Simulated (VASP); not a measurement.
# ZnO (zincite) (P6_3mc) in VASP: further runs, part 2 of 2

VASP 6.6.1. Earlier steps stand in the parts before.

## (3) Single point, PBEsol

This run uses another cell than the first one, of 11.66 Å³/atom, 0.990 times its volume.

The input, INCAR:

```
PREC = Accurate ; ENCUT = 600
EDIFF = 1E-6 ; ISMEAR = -1
SIGMA = 0.02 ; LREAL = False
LASPH = True ; NELM = 120
ALGO = Normal ; ISIF = 2
LWAVE = False ; LCHARG = False
GGA = PS ; NBANDS = 26
GGA_COMPAT = False
```

The input, KPOINTS:

```
regular mesh
0
Gamma
  8 8 5
```

The input, POSCAR:

```
ZnO
1.0
    3.2274999067      0.0000000000      0.0000000000
   -1.6137499533      2.7950969099      0.0000000000
    0.0000000000      0.0000000000      5.1707703030
Zn O
2 2
Direct
    0.3333333333      0.6666666667      0.4990859689
    0.6666666667      0.3333333333     -0.0009140311
    0.6666666667      0.3333333333      0.3799240311
    0.3333333333      0.6666666667      0.8799240311
```

Potentials or basis: VASP PAW PBE potentials, release 64 (Zn, O).

Run with:

```
$ cat potpaw_PBE.64/Zn/POTCAR potpaw_PBE.64/O/POTCAR > POTCAR
$ mpirun -np 1 vasp_std > vasp.out
```

OUTCAR:

```text
PREC = Accurate
   ENCUT = 600
   EDIFF = 1E-6
   ISMEAR = -1
   LREAL = False
   LASPH = True
   NELM = 120
   ISIF = 2
   GGA = PS

 ion  position               nearest neighbor table
   1  0.333  0.667  0.499-   3 1.96   3 1.96   3 1.96   4 1.97
   2  0.667  0.333  0.999-   4 1.96   4 1.96   4 1.96   3 1.97
   3  0.667  0.333  0.380-   1 1.96   1 1.96   1 1.96   2 1.97
   4  0.333  0.667  0.880-   2 1.96   2 1.96   2 1.96   1 1.97

  LATTYP: Found a hexagonal cell.
 ALAT       =     3.2274999067
 C/A-ratio  =     1.6020977390

  Lattice vectors:

 A1 = (   3.2274999067,   0.0000000000,   0.0000000000)
 A2 = (  -1.6137499533,   2.7950969099,   0.0000000000)
 A3 = (   0.0000000000,   0.0000000000,   5.1707703030)

Analysis of symmetry for initial positions (statically):
=====================================================================
 Subroutine PRICEL returns:
 Original cell was already a primitive cell.

 Routine SETGRP: Setting up the symmetry group for a
 hexagonal supercell.

 Subroutine GETGRP returns: Found 12 space group operations
 (whereof  6 operations were pure point group operations)
 out of a pool of 24 trial point group operations.

The static configuration has the point symmetry C_3v.
 The point group associated with its full space group is C_6v.

Analysis of symmetry for dynamics (positions and initial velocities):
=====================================================================
 Subroutine PRICEL returns:
 Original cell was already a primitive cell.

 Routine SETGRP: Setting up the symmetry group for a
 hexagonal supercell.

 Subroutine GETGRP returns: Found 12 space group operations
 (whereof  6 operations were pure point group operations)
 out of a pool of 24 trial point group operations.

The dynamic configuration has the point symmetry C_3v.
 The point group associated with its full space group is C_6v.

 Subroutine INISYM returns: Found 12 space group operations
 (whereof  6 operations are pure point group operations),
 and found     1 'primitive' translations

----------------------------------------------------------------------------------------

                                     Primitive cell

  volume of cell :      46.6464

  direct lattice vectors                    reciprocal lattice vectors
     3.227499907  0.000000000  0.000000000     0.309837344  0.178884674  0.000000000
    -1.613749953  2.795096910  0.000000000     0.000000000  0.357769348  0.000000000
     0.000000000  0.000000000  5.170770303     0.000000000  0.000000000  0.193394783

  length of vectors
     3.227499907  3.227499907  5.170770303     0.357769348  0.357769348  0.193394783

  position of ions in fractional coordinates (direct lattice)
     0.333333333  0.666666667  0.499085969
     0.666666667  0.333333333  0.999085969
     0.666666667  0.333333333  0.379924031
     0.333333333  0.666666667  0.879924031

  ion indices of the primitive-cell ions
   primitive index   ion index
                 1           1
                 2           2
                 3           3
                 4           4

----------------------------------------------------------------------------------------

 KPOINTS: regular mesh

Automatic generation of k-mesh.
 Grid dimensions read from file:
 generate k-points for:    8    8    5

 Generating k-lattice:

  Cartesian coordinates                     Fractional coordinates (reciprocal lattice)
     0.038729668  0.022360584  0.000000000     0.125000000 -0.000000000  0.000000000
     0.000000000  0.044721169  0.000000000     0.000000000  0.125000000  0.000000000
     0.000000000  0.000000000  0.038678957     0.000000000  0.000000000  0.200000000

  Length of vectors
     0.044721169  0.044721169  0.038678957

  Shift w.r.t. Gamma in fractional coordinates (k-lattice)
     0.000000000  0.000000000  0.000000000

 Subroutine IBZKPT returns following result:
 ===========================================

 Found     30 irreducible k-points:

 Following reciprocal coordinates:
            Coordinates               Weight
  0.000000  0.000000  0.000000      1.000000
  0.125000 -0.000000  0.000000      6.000000
  0.250000 -0.000000  0.000000      6.000000
  0.375000  0.000000  0.000000      6.000000
  0.500000 -0.000000  0.000000      3.000000
  0.125000  0.125000  0.000000      6.000000
[... 16 lines left out ...]
  0.250000 -0.000000  0.400000     12.000000
  0.375000  0.000000  0.400000     12.000000
 [... further k-points ...]
   k-points           NKPTS =     30   k-points in BZ     NKDIM =     30   number of bands    NBANDS=     26
   number of dos      NEDOS =    301   number of ions     NIONS =      4
   total plane-waves  NPLWV =  32928
   dimension x,y,z NGX =    28 NGY =   28 NGZ =   42
   dimension x,y,z NGXF=    56 NGYF=   56 NGZF=   84
   ions per type =               2   2
   NGX,Y,Z   is equivalent  to a cutoff of  14.42, 14.42, 13.50 a.u.
   NGXF,Y,Z  is equivalent  to a cutoff of  28.85, 28.85, 27.01 a.u.
 SYSTEM =  unknown system
   PREC   = accura    normal or accurate (medium, high low for compatibility)
   ISTART =      0    job   : 0-new  1-cont  2-samecut
   ICHARG =      2    charge: 1-file 2-atom 10-const
   ISPIN  =      1    spin polarized calculation?
   LNONCOLLINEAR =      F non collinear calculations
   LSORBIT =      F    spin-orbit coupling
   LASPH  =      T    aspherical Exc in radial PAW
   ENCUT  =  600.0 eV  44.10 Ry    6.64 a.u.   6.45  6.45 10.33*2*pi/ulx,y,z
   NELM   =    120;   NELMIN=  2; NELMDL= -5     # of ELM steps
   EDIFF  = 0.1E-05   stopping-criterion for ELM
   LREAL  =      F    real-space projection
   EDIFFG = 0.1E-04   stopping-criterion for IOM
   NSW    =      0    number of steps for IOM
   IBRION =     -1    ionic relax: 0-MD 1-quasi-New 2-CG
   NFREE  =      0    steps in history (QN), initial steepest desc. (CG)
   ISIF   =      2    stress and relaxation
   ISYM   =      2    0-nonsym 1-usesym 2-fastsym
   POTIM  = 0.5000    time-step for ionic-motion
   TEBEG  =    0.0;   TEEND  =   0.0 temperature during run
   PSTRESS=    0.0 pullay stress
   NELECT =      36.0000    total number of electrons
   NUPDOWN=      -1.0000    fix difference up-down
   EMIN   =  10.00;   EMAX   =-10.00  energy-range for DOS
   EFERMI =   0.00;   METHOD = LEGACY
   ISMEAR =    -1;   SIGMA  =   0.02  broadening in eV -4-tet -1-fermi 0-gaus
   EFERMI_NEDOS =   21; number of points for ismear=-14 and -15
   IALGO  =     38    algorithm
   IMIX   =      4    mixing-type and parameters
     AMIX     =   0.40;   BMIX     =  1.00
     AMIX_MAG =   1.60;   BMIX_MAG =  1.00
  volume/ion in A,a.u.               =      11.66        78.70
  Fermi-wavevector in a.u.,A,eV,Ry     =   1.501653  2.837712 30.680611  2.254961
  Thomas-Fermi vector in A             =   2.612996
   LORBIT       =      0    0 simple, 1 ext, 2 COOP (PROOUT), +10 PAW based schemes
   GGA     = PS    functional components
   LHFCALC =     F    Hartree Fock is set to
   AEXX    =    0.0000 exact exchange contribution
   IVDW    =     0    specifies the selected vdW correction
   LEPSILON=     F    determine dielectric tensor
   LRPA    =     F    only Hartree local field effects (RPA)
 non-spin polarized calculation
  energy-cutoff  :      600.00
  volume of cell :       46.65
 maximum number of plane-waves:      1574
 NGX is ok and might be reduce to    28
   NGX = 13   NGY = 13   NGZ = 21

 number of electron      35.9999997 magnetization

 Free energy of the ion-electron system (eV)
  ---------------------------------------------------
  ext. energy  EPLUGINS =         0.00000000
  ---------------------------------------------------
  free energy    TOTEN  =       -19.40768565 eV

  energy without entropy =      -19.40768565  energy(sigma->0) =      -19.40768565

 E-fermi :   1.5938     XC(G=0): -11.2943

 val. band max:        1.2349749896   @ k =   0.0000   0.0000   0.0000
 cond. band min:       1.9485283149   @ k =   0.0000   0.0000   0.0000
 fundamental gap:      0.7135533253
 Fermi energy:         1.5938028831

 k-point     1 :       0.0000    0.0000    0.0000
  band No.  band energies     occupation
      1     -16.9742      2.00000
      2     -16.1919      2.00000
      3      -4.6223      2.00000
      4      -4.5855      2.00000
      5      -4.5855      2.00000
      6      -4.5134      2.00000
[... 685 lines left out ...]
     25      14.7830      0.00000
     26      15.0333      0.00000

 [... further k-points ...]

------------------------ aborting loop because EDIFF is reached ----------------------------------------

  FORCE on cell =-STRESS in cart. coord.  units (eV):
  Direction    XX          YY          ZZ          XY          YZ          ZX
  --------------------------------------------------------------------------------------
  -------------------------------------------------------------------------------------
  Total        0.5075557      0.5075557      0.7543352      0.0000000      0.0000000      0.0000000
  in kB       17.4331514     17.4331514     25.9093555      0.0000000      0.0000000      0.0000000
  external PRESSURE =      20.2585527 kB  Pullay stress =       0.0000000 kB

 VOLUME and BASIS-vectors are now :
 -----------------------------------------------------------------------------
  energy-cutoff  :      600.00
  volume of cell :       46.65
      direct lattice vectors                 reciprocal lattice vectors
     3.227499907  0.000000000  0.000000000     0.309837344  0.178884674  0.000000000
    -1.613749953  2.795096910  0.000000000     0.000000000  0.357769348  0.000000000
     0.000000000  0.000000000  5.170770303     0.000000000  0.000000000  0.193394783

 POSITION                                       TOTAL-FORCE (eV/Angst)
 -----------------------------------------------------------------------------------
     -0.00000      1.86340      2.58066         0.000000     -0.000000     -0.004747
      1.61375      0.93170      5.16604        -0.000000      0.000000     -0.004747
      1.61375      0.93170      1.96450         0.000000      0.000000      0.004747
     -0.00000      1.86340      4.54989         0.000000      0.000000      0.004747
 -----------------------------------------------------------------------------------
    total drift:                               -0.000000     -0.000000     -0.000352

  FREE ENERGIE OF THE ION-ELECTRON SYSTEM (eV)
  ---------------------------------------------------
  free  energy   TOTEN  =       -19.4076856520 eV

  energy  without entropy=      -19.4076856519  energy(sigma->0) =      -19.40768565
```

stdout:

```text
POSCAR found type information on POSCAR ZnO
 POSCAR found :  2 types and       4 ions
 scaLAPACK will be used
 -----------------------------------------------------------------------------
|                                                                             |
|                                                                             |
|     You enforced a specific xc type in the INCAR file but a different       |
|     I HOPE YOU KNOW WHAT YOU ARE DOING!                                     |
|                                                                             |
 -----------------------------------------------------------------------------

 LDA part: xc-table for (Slater+PW92), standard interpolation
 POSCAR, INCAR and KPOINTS ok, starting setup
 FFT: planning ... GRIDC
 FFT: planning ... GRID_SOFT
 FFT: planning ... GRID
 WAVECAR not read
 entering main loop
```

Run time: 86 s. Hardware: 1 thread of Intel Xeon 8259CL, shared host; peak memory 0.19 GiB.

What came out:

```
Free energy            : -19.4077 eV
Pressure               : 2.0 GPa
Largest force          : 0.005 eV/Å
Band gap on the k mesh : 0.71 eV, direct
```

Forces in eV/Å, atoms in the order of the input:
```
Zn   0.000  0.000 -0.005
Zn   0.000  0.000 -0.005
O    0.000  0.000  0.005
O    0.000  0.000  0.005
```

Levels at points of the mesh, in eV from the valence-band top:
```tsv
k point	band 14	band 15	band 16	band 17	band 18	band 19	band 20	band 21	band 22	band 23
(0.00, 0.00, 0.00)	-0.83	-0.83	-0.09	0.00	0.00	0.71	5.16	8.20	12.81	12.81
(0.50, 0.00, 0.00)	-3.66	-2.90	-2.37	-1.33	-0.88	5.77	6.73	7.50	8.54	10.60
```

Caveat: the PAW data sets were made with another functional, which shifts forces and pressure a little.

## (4) Single point, PBEsol

This run uses another cell than the first one, of 11.90 Å³/atom, 1.010 times its volume.

The input, INCAR:

```
ALGO     = Normal         # electronic algorithm
EDIFF    = 1E-6           # SCF threshold, eV
ENCUT    = 600            # plane-wave cutoff, eV
GGA      = PS             # functional
GGA_COMPAT= F            
ISIF     = 2              # what is computed and relaxed
ISMEAR   = -1             # smearing method
LASPH    = T              # aspherical terms in the spheres
LCHARG   = F              # write CHGCAR
LREAL    = F              # projectors in reciprocal space
LWAVE    = F              # write WAVECAR
NBANDS   = 26             # bands
NELM     = 120            # most SCF steps
PREC     = Accurate       # precision mode
SIGMA    = 0.02           # smearing width, eV
```

The input, KPOINTS:

```
k-points
0
Gamma
  8 8 5
```

The input, POSCAR:

```
ZnO
1.0
    3.2493080000      0.0000000000      0.0000000000
   -1.6246540000      2.8139832727      0.0000000000
    0.0000000000      0.0000000000      5.2057090000
Zn O
2 2
Direct
    0.3333333333      0.6666666667      0.4990859689
    0.6666666667      0.3333333333     -0.0009140311
    0.6666666667      0.3333333333      0.3799240311
    0.3333333333      0.6666666667      0.8799240311
```

Run with:

```
$ cat potpaw_PBE.64/Zn/POTCAR potpaw_PBE.64/O/POTCAR > POTCAR
$ mpirun -np 1 vasp_std > vasp.out
```

Wall time 88 s (1 thread of Intel Xeon 8259CL, shared host); peak memory 0.19 GiB.

The run converged. Its results:

```yaml
Free_energy: -19.4142 eV
Pressure: -0.9 GPa
Band_gap_on_the_k_mesh: 0.68 eV, direct
```

Forces in eV/Å, atoms in the order of the input:
```
Zn   0.000  0.000 -0.002
Zn   0.000  0.000 -0.002
O    0.000  0.000  0.002
O    0.000  0.000  0.002
```

Stress tensor (GPa, compression positive):
```
-1.14  0.00  0.00
 0.00 -1.14  0.00
 0.00  0.00 -0.29
```

Levels at points of the mesh, in eV from the valence-band top:
| k point | band 14 | band 15 | band 16 | band 17 | band 18 | band 19 | band 20 | band 21 | band 22 | band 23 |
| --- | --- | --- | --- | --- | --- | --- | --- | --- | --- | --- |
| (0.00, 0.00, 0.00) | -0.80 | -0.80 | -0.09 | 0.00 | 0.00 | 0.68 | 5.09 | 8.13 | 12.71 | 12.71 |
| (0.50, 0.00, 0.00) | -3.59 | -2.84 | -2.30 | -1.29 | -0.86 | 5.68 | 6.70 | 7.48 | 8.40 | 10.50 |

Caveat: the PAW data sets were made with another functional, which shifts forces and pressure a little.

## (5) Single point, PBEsol

This run uses another cell than the first one, of 12.14 Å³/atom, 1.031 times its volume.

The input, INCAR:

```
SYSTEM = ZnO
PREC = Accurate ; ENCUT = 600
EDIFF = 1E-6 ; ISMEAR = -1
SIGMA = 0.02 ; LREAL = .False.
LASPH = .True. ; NELM = 120
ALGO = Normal ; ISIF = 2
LWAVE = .False. ; LCHARG = .False.
GGA = PS ; NBANDS = 26
GGA_COMPAT = .False.
```

The input, KPOINTS:

```
regular mesh
0
Gamma
  8 8 4
  0 0 0
```

The input, POSCAR:

```
ZnO
1.0
    3.2708272231      0.0000000000      0.0000000000
   -1.6354136116      2.8326194666      0.0000000000
    0.0000000000      0.0000000000      5.2401848988
Zn O
2 2
Direct
    0.3333333333      0.6666666667      0.4990859689
    0.6666666667      0.3333333333     -0.0009140311
    0.6666666667      0.3333333333      0.3799240311
    0.3333333333      0.6666666667      0.8799240311
```

Run with:

```
$ cat potpaw_PBE.64/Zn/POTCAR potpaw_PBE.64/O/POTCAR > POTCAR
$ mpirun -np 1 vasp_std > vasp.out
```

Run time: 1.7 min. Hardware: 1 thread of Intel Xeon 8259CL, shared host; peak memory 0.19 GiB.

The run converged. Its results:

```yaml
Free_energy: -19.4036 eV
Pressure: -3.4 GPa
Band_gap_on_the_k_mesh: 0.66 eV, direct
```

Stress tensor (GPa, compression positive):
```
-3.67  0.00  0.00
 0.00 -3.67  0.00
 0.00  0.00 -2.82
```

Levels at points of the mesh, in eV from the valence-band top:
```csv
k point,band 16,band 17,band 18,band 19,band 20,band 21
"(0.00, 0.00, 0.00)",-0.08,0.00,0.00,0.66,5.02,8.07
"(0.50, 0.00, 0.00)",-2.23,-1.26,-0.83,5.60,6.68,7.46
"(0.00, 0.00, 0.50)",-0.39,-0.39,-0.39,3.32,3.32,9.88
"(0.50, 0.00, 0.50)",-1.49,-1.33,-1.33,5.54,5.54,8.23
```

Caveat: the PAW data sets were made with another functional, which shifts forces and pressure a little. PBEsol gaps usually lie below the measured ones, often by a third to a half.

## (6) Relaxation of cell and atoms, PBEsol

This run uses another cell than the first one, of 11.90 Å³/atom, 1.010 times its volume.

The input, INCAR:

```
PREC = Accurate
ENCUT = 600
EDIFF = 1E-7
ISMEAR = -1
SIGMA = 0.02
LREAL = False
LASPH = True
NELM = 120
ALGO = Normal
ISIF = 3
LWAVE = False
LCHARG = False
GGA = PS
IBRION = 2
NSW = 80
EDIFFG = -0.01
GGA_COMPAT = False
NELMIN = 4
```

The input, KPOINTS:

```
regular mesh
0
Gamma
  8 8 5
```

The input, POSCAR:

```
ZnO
1.0
    3.2493080000      0.0000000000      0.0000000000
   -1.6246540000      2.8139832727      0.0000000000
    0.0000000000      0.0000000000      5.2057090000
Zn O
2 2
Direct
    0.3333333333      0.6666666667      0.4990859689
    0.6666666667      0.3333333333     -0.0009140311
    0.6666666667      0.3333333333      0.3799240311
    0.3333333333      0.6666666667      0.8799240311
```

Potentials or basis: VASP PAW PBE potentials, release 64 (Zn, O).

Run with:

```
$ cat potpaw_PBE.64/Zn/POTCAR potpaw_PBE.64/O/POTCAR > POTCAR
$ mpirun -np 1 vasp_std > vasp.out
```

Wall time 5.3 min (1 thread of Intel Xeon 8259CL, shared host); peak memory 0.2 GiB.

The run converged. Its results:

```yaml
Free_energy: -19.4153 eV
Relaxed_volume: 11.85 Å³/atom
Relaxed_cell: a = 3.236 Å, b = 3.236 Å, c = 5.224 Å, α = 90.00°, β = 90.00°, γ = 120.00°
Space_group_after_relaxing_to_0.05_Å: P6_3mc (No. 186)
Energy_gained_by_relaxing: 0.3 meV/atom
Ionic_steps: 7
Pressure_after_relaxing: 0.0 GPa
Largest_force_after_relaxing: 0.009 eV/Å
Band_gap_on_the_k_mesh: 0.68 eV, direct
```

Forces on the atoms (eV/Å):
```
Zn   0.000  0.000  0.009
Zn   0.000  0.000  0.009
O    0.000  0.000 -0.009
O    0.000  0.000 -0.009
```

Stress tensor (GPa, compression positive):
```
 0.03  0.00  0.00
 0.00  0.03  0.00
 0.00  0.00 -0.08
```

Step by step:
```tsv
step	energy change (eV)	largest force (eV/Å)	pressure (GPa)	volume (Å³)
1	0.0000	0.0022	-0.66	47.60
2	-0.0006	0.0259	0.33	47.26
3	-0.0007	0.0188	0.10	47.34
4	-0.0007	0.0184	0.10	47.35
5	-0.0009	0.0198	0.04	47.36
6	-0.0010	0.0230	-0.10	47.40
7	-0.0011	0.0091	-0.01	47.38
```

Final structure:
```
Zn O
1.0
     3.23621    0.00000    0.00000
    -1.61810    2.80264    0.00000
     0.00000    0.00000    5.22417
Zn O
2 2
Direct
  0.33333 0.66667 0.49991
  0.66667 0.33333 0.99991
  0.66667 0.33333 0.37910
  0.33333 0.66667 0.87910
```

Levels at points of the mesh, in eV from the valence-band top:
```csv
k point,band 15,band 16,band 17,band 18,band 19,band 20,band 21,band 22
"(0.00, 0.00, 0.00)",-0.80,-0.09,0.00,0.00,0.68,5.13,8.08,12.80
"(0.50, 0.00, 0.00)",-2.87,-2.30,-1.32,-0.85,5.70,6.71,7.42,8.47
```

Caveat: the PAW data sets were made with another functional, which shifts forces and pressure a little.

## (7) Summary

| task | cell | k mesh | gap on the mesh (eV) | pressure (GPa) |
| --- | --- | --- | --- | --- |
| single point | a = 3.231, b = 3.231, c = 5.212 Å, angles 90.0, 90.0, 120.0°, 4 atoms | 8 × 8 × 5 | 0.69 | 0.5 |
| single point | a = 3.227, b = 3.227, c = 5.171 Å, angles 90.0, 90.0, 120.0°, 4 atoms | 8 × 8 × 5 | 0.71 | 2.0 |
| single point | a = 3.249, b = 3.249, c = 5.206 Å, angles 90.0, 90.0, 120.0°, 4 atoms | 8 × 8 × 5 | 0.68 | -0.9 |
| single point | a = 3.271, b = 3.271, c = 5.240 Å, angles 90.0, 90.0, 120.0°, 4 atoms | 8 × 8 × 4 | 0.66 | -3.4 |
| relaxation of cell and atoms | relaxed from a = 3.249, b = 3.249, c = 5.206 Å, angles 90.0, 90.0, 120.0°, 4 atoms | 8 × 8 × 5 | 0.68 | 0.0 |

Alike in all rows: level PBEsol; potentials or basis VASP PAW PBE potentials, release 64 (Zn, O); no spin polarisation; cutoff (eV) 600; smearing fermi-dirac 0.02 eV.

Caveats: the PAW data sets were made with another functional, which shifts forces and pressure a little.

Absolute energies hang on the potentials; compare differences alone.

## (8) Against experiment

Step 4. A measured gap of ZnO is 3.37 eV (quoted in “Electronic structure of alkaline earth and post-transition metal oxides”, 2009, arxiv:0908.1581); the calculated 0.68 eV misses it by -2.69 eV. So large a miss can be the level of theory's own, or it may mean another phase, state or a wrong row. The value is that of PBEsol, without temperature or zero-point motion. Semilocal functionals fall short of measured gaps as a rule.
